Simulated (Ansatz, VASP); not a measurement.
**Mg in VASP and in Ansatz**

Contents of INCAR:

```
PREC = Accurate
ENCUT = 520
EDIFF = 1E-6
ISMEAR = -1
SIGMA = 0.08
LREAL = F
LASPH = T
NELM = 80
ALGO = Normal
ISIF = 2
LWAVE = F
LCHARG = F
GGA = PS
NBANDS = 9
```

Contents of KPOINTS:

```
Automatic mesh
0
Gamma
  12 12 7
```

Contents of POSCAR:

```
Mg
1.0
    3.1877321484      0.0000000000      0.0000000000
   -1.5938660741      2.7606570210      0.0000000000
    0.0000000000      0.0000000000      5.1753602886
Mg
2
Direct
    0.3333333333      0.6666666667      0.2500000000
    0.6666666667      0.3333333333      0.7500000000
```

Input for Ansatz:

```yaml
crystal:
  lattice:
    - [3.1877321484, 0.0, 0.0]
    - [-1.5938660741, 2.760657021, 0.0]
    - [0.0, 0.0, 5.1753602886]
  atoms:
    - { symbol: Mg, position: [0.3333333333, 0.6666666667, 0.25] }
    - { symbol: Mg, position: [0.6666666667, 0.3333333333, 0.75] }
kpoints:
  mp_grid: { grid: [12, 12, 7] }
  band_path:
    path:
      - [0.0, 0.0, 0.0]
      - [0.5, 0.0, 0.0]
      - [0.3333333333, 0.3333333333, 0.0]
      - [0.0, 0.0, 0.0]
      - [0.0, 0.0, 0.5]
      - [0.5, 0.0, 0.5]
      - [0.3333333333, 0.3333333333, 0.5]
      - [0.0, 0.0, 0.5]
      - [0.5, 0.0, 0.5]
    npoints: 5
scf:
  occupations: { method: fermi_dirac, width: 0.08 }
hamiltonian:
  xc: pbesol
  pseudopotentials: { kind: all_electron, lapw: { basis_error: 0.0005 } }
output:
  forces: true
  stress: true
  eigenvalues: true
```

Change from the starting cell: volume scaled by 0.98.

Alike in both runs: task single point; functional PBEsol; k mesh 12 × 12 × 7; occupations fermi-dirac, width 0.08 eV; no spin polarisation.

|  | VASP | Ansatz |
| --- | --- | --- |
| version | VASP 6.6.1 | Ansatz 0.2.0 |
| potentials or method | VASP PAW PBE potentials, release 64 (Mg), cutoff 520 eV | all-electron LAPW, scalar-relativistic |

|  | VASP | Ansatz | Ansatz less VASP |
| --- | --- | --- | --- |
| pressure (GPa) | -0.5 | -0.4 | +0.03 |
| traceless stress, the component that is largest in VASP (GPa) | -0.53 | -0.53 | +0.002 |

VASP's potentials were made for PBE, not for PBEsol. Ansatz ran all-electron here, and VASP with PAW potentials.
